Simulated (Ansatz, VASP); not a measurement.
# NaF in VASP and in Ansatz

```
CELL_PARAMETERS angstrom
0.00000 2.52448 2.52448
2.52448 0.00000 2.52448
2.52448 2.52448 0.00000
ATOMIC_POSITIONS crystal
Na 0.00000 0.00000 0.00000
F 0.25000 0.25000 0.25000
```

Alike in both runs: task single point; functional PBE; k mesh 8 × 8 × 8; no spin polarisation.

```csv
,VASP,Ansatz
version,VASP 6.6.1,Ansatz 0.2.0
potentials or method,"VASP PAW PBE potentials, release 64 (Na_pv, F)","plane waves, PAW"
plane-wave cutoff (eV),520,420
occupations,"gaussian, width 0.01 eV",fixed
valence electrons in the cell,14,16
```

```tsv
	VASP	Ansatz	Ansatz less VASP
gap on the k mesh at the Fermi level (eV)	5.64	5.65	+0.016
pressure (GPa)	2.3	2.3	+0.01
```

VASP's potentials hold 14 valence electrons a cell and Ansatz's 16, so a difference there can come from the potentials and not from the codes.
